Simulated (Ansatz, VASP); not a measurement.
## P in VASP and in Ansatz

```xyz
2
Lattice="2.4532 0.0000 0.0000 0.0000 2.4532 0.0000 0.0000 0.0000 4.8790" Properties=species:S:1:pos:R:3 pbc="T T T"
P     0.0000    0.0000    3.6135
P     0.0000    0.0000    1.2655
```

Change from the starting cell: the structure that the rattled cell fell into.

Alike in both runs: task relaxation of cell and atoms; functional PBE; k mesh 22 × 22 × 12; occupations gaussian, width 0.1 eV; no spin polarisation.

|  | VASP | Ansatz |
| --- | --- | --- |
| version | VASP 6.6.1 | Ansatz 0.2.0 |
| potentials or method | VASP PAW PBE potentials, release 64 (P), cutoff 500 eV | scalar-relativistic, plane waves, PAW |
| valence electrons in the cell | 10 | 10 |

VASP gave:

```
gap on the k mesh at the Fermi level, each at its own relaxed structure (eV) : none
relaxed volume (Å³/atom)                                                     : 14.58
relaxed length of the cell vector where the two differ most in proportion (Å)              : 2.445
```

Problem. What did Ansatz give for the same quantities?

Solution. gap on the k mesh at the Fermi level, each at its own relaxed structure (eV): none; relaxed volume (Å³/atom): 14.61; relaxed length of the cell vector where the two differ most in proportion (Å): 2.447.

A gap of «none» marks a metal or a gap that the smearing closes.
